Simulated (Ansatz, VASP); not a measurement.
# AlN in VASP and in Ansatz

```
Al N
1.0
     3.38142    0.00000    0.00000
    -1.69071    2.92840    0.00000
     0.00000    0.00000    4.04114
Al N
2 2
Direct
  0.33333 0.66667 0.75000
  0.66667 0.33333 0.25000
  0.33333 0.66667 0.25000
  0.66667 0.33333 0.75000
```

Alike in both runs: task single point; functional PBEsol; k mesh 9 × 9 × 6; occupations gaussian, width 0.05 eV; no spin polarisation.

|  | VASP | Ansatz |
| --- | --- | --- |
| version | VASP 6.6.1 | Ansatz 0.2.0 |
| potentials or method | VASP PAW PBE potentials, release 64 (Al, N), cutoff 520 eV | scalar-relativistic, plane waves, PAW |
| valence electrons in the cell | 16 | 16 |

VASP gave:

- gap on the k mesh at the Fermi level (eV): 3.31
- least direct gap on the mesh (eV): 3.31
- pressure (GPa): -5.1
- traceless stress, the component that is largest in VASP (GPa): 6.58

Q: Which values does Ansatz return?

A: gap on the k mesh at the Fermi level (eV): 3.30; least direct gap on the mesh (eV): 3.30; pressure (GPa): -5.1; traceless stress, the component that is largest in VASP (GPa): 6.51.

VASP's potentials were made for PBE, not for PBEsol, and Ansatz warns of the same on its side.
